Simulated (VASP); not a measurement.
A run of VASP 6.6.1 is set up as follows.

INCAR

```
PREC = Accurate ; ENCUT = 520
EDIFF = 1E-6 ; ISMEAR = 0
SIGMA = 0.05 ; LREAL = False
LASPH = True ; NELM = 60
ALGO = Normal ; ISIF = 2
LWAVE = False ; LCHARG = True
GGA = PS ; LELF = True
LVHAR = True ; NBANDS = 12
```

KPOINTS

```
regular mesh
0
Gamma
  9 9 8
```

The input POSCAR:

```
Zn
1.0
   -1.5271390000      1.5617310000      1.5269050000
    1.4864710000     -1.6587790000      1.5832850000
    1.5658470000      1.6974880000     -1.6239530000
Zn
1
Direct
    0.0197600000     -0.0046890000      0.0109340000
```

Potentials or basis: VASP PAW PBE potentials, release 64 (Zn).

Launch:

```sh
$ cat potpaw_PBE.64/Zn/POTCAR > POTCAR
$ mpirun -np 1 vasp_std > vasp.out
```

Predict the band gap on the k mesh.

zero (band 6 reaches 5.59 eV, above the bottom of band 7 at 1.62 eV).

Estimate the pressure.

-4.6 GPa.

Stress tensor (GPa, compression positive):
```
-4.44  0.80  1.16
 0.80 -4.46 -2.12
 1.16 -2.12 -4.87
```

Caveat: the PAW data sets were made with another functional, which shifts forces and pressure a little.
